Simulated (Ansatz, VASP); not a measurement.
**One calculation of Si2Sn3, two programs**

```
Si Sn
1.0
     3.65913    0.00000    0.00000
    -1.82956    3.16890    0.00000
     0.00000    0.00000   20.94450
Si Sn
4 6
Direct
  0.33333 0.66667 0.02584
  0.33333 0.66667 0.47416
  0.66667 0.33333 0.52584
  0.66667 0.33333 0.97416
  0.33333 0.66667 0.25000
  0.33333 0.66667 0.62776
  0.33333 0.66667 0.87224
  0.66667 0.33333 0.12776
  0.66667 0.33333 0.37224
  0.66667 0.33333 0.75000
```

Alike in both runs: functional PBE; k mesh 6 × 6 × 1; occupations gaussian, width 0.1 eV; no spin polarisation.

Ansatz relaxed the structure, and its values are those at the end. VASP's run is a single point on that final structure, the one shown.

|  | VASP | Ansatz |
| --- | --- | --- |
| version | VASP 6.6.1 | Ansatz 0.2.0 |
| potentials or method | VASP PAW PBE potentials, release 64 (Si, Sn_d), cutoff 520 eV | scalar-relativistic, plane waves, PAW |
| valence electrons in the cell | 100 | 100 |

Ansatz gave:

- gap on the k mesh at the Fermi level (eV): none
- pressure (GPa): 0.1
- rms of the force components (eV/Å): 0.011

What did VASP give for the same quantities?

gap on the k mesh at the Fermi level (eV): none; pressure (GPa): 0.0; rms of the force components (eV/Å): 0.014.

A gap of «none» marks a metal or a gap that the smearing closes. The functional is the same, so the differences come from potentials, cutoffs and numerics.
